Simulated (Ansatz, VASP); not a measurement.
Given: the input of a run of VASP 6.6.1 on CdSe.

The input INCAR:

```
ALGO = Normal
EDIFF = 1E-6
ENCUT = 520
GGA = PS
ISIF = 2
ISMEAR = -1
LASPH = True
LCHARG = False
LREAL = False
LWAVE = False
NBANDS = 26
NELM = 60
PREC = Accurate
SIGMA = 0.05
```

The input KPOINTS:

```
k-points
0
Gamma
  7 7 4
```

File POSCAR:

```
CdSe
1.0
    4.3565854364      0.0000000000      0.0000000000
   -2.1782927182      3.7729136617      0.0000000000
    0.0000000000      0.0000000000      7.1123790148
Cd Se
2 2
Direct
    0.6666666667      0.3333333333      0.5000000000
    0.3333333333      0.6666666667      0.0000000000
    0.6666666667      0.3333333333      0.8850000000
    0.3333333333      0.6666666667      0.3850000000
```

Potentials or basis: VASP PAW PBE potentials, release 64 (Cd, Se).

Command:

```sh
$ cat potpaw_PBE.64/Cd/POTCAR potpaw_PBE.64/Se/POTCAR > POTCAR
$ mpirun -np 1 vasp_std > vasp.out
```

Problem. Set up the same calculation for Ansatz 0.2.0. Potentials there: all-electron LAPW, scalar-relativistic.

Solution. As run (the cutoff follows the program's own potentials):

The input input.yaml:

```yaml
crystal:
  lattice:
    - [4.3565854364, 0.0, 0.0]
    - [-2.1782927182, 3.7729136617, 0.0]
    - [0.0, 0.0, 7.1123790148]
  atoms:
    - { symbol: Cd, position: [0.6666666667, 0.3333333333, 0.5] }
    - { symbol: Cd, position: [0.3333333333, 0.6666666667, 0.0] }
    - { symbol: Se, position: [0.6666666667, 0.3333333333, 0.885] }
    - { symbol: Se, position: [0.3333333333, 0.6666666667, 0.385] }
kpoints:
  mp_grid: { grid: [7, 7, 4] }
scf:
  occupations: { method: fermi_dirac, width: 0.05 }
hamiltonian:
  xc: pbesol
  pseudopotentials: { kind: all_electron, lapw: { basis_error: 0.002 } }
output:
  forces: true
  stress: true
  eigenvalues: true
```

Potentials or basis: all-electron LAPW, scalar-relativistic.

Command:

```console
$ ansatz run input.yaml --threads 2 --pin off --max-ram 6144MiB --backend cpu --events-out ev --progress --plain --runs-dir out
```

Both were run:

|  | VASP | Ansatz | Ansatz less VASP |
| --- | --- | --- | --- |
| gap on the k mesh at the Fermi level (eV) | 0.50 | 0.50 | 0.000 |
| least direct gap on the mesh (eV) | 0.50 | 0.50 | 0.000 |
| pressure (GPa) | -1.4 | -1.7 | -0.27 |
| traceless stress, the component that is largest in VASP (GPa) | -0.96 | -0.92 | +0.045 |
| rms of the force components (eV/Å) | 0.136 | 0.131 | -0.0046 |

VASP's potentials were made for PBE, not for PBEsol. Atom by atom the forces differ by 0.005 eV/Å (rms over components). Ansatz ran all-electron here, and VASP with PAW potentials.
